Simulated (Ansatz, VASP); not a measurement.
# Li2S: VASP beside Ansatz

```
Li S
1.0
     0.00000    2.85282    2.85282
     2.85282    0.00000    2.85282
     2.85282    2.85282    0.00000
Li S
2 1
Cartesian
  1.4264 1.4264 1.4264
  4.2792 4.2792 4.2792
  0.0000 0.0000 0.0000
```

Alike in both runs: task single point; functional PBE; k mesh 8 × 8 × 8; occupations gaussian, width 0.02 eV; no spin polarisation.

|  | VASP | Ansatz |
| --- | --- | --- |
| version | VASP 6.6.1 | Ansatz 0.2.0 |
| potentials or method | VASP PAW PBE potentials, release 64 (Li_sv, S), cutoff 750 eV | scalar-relativistic, plane waves, PAW |
| valence electrons in the cell | 12 | 12 |

|  | VASP | Ansatz | Ansatz less VASP |
| --- | --- | --- | --- |
| gap on the k mesh at the Fermi level (eV) | 3.39 | 3.39 | +0.001 |
| least direct gap on the mesh (eV) | 4.25 | 4.25 | -0.004 |
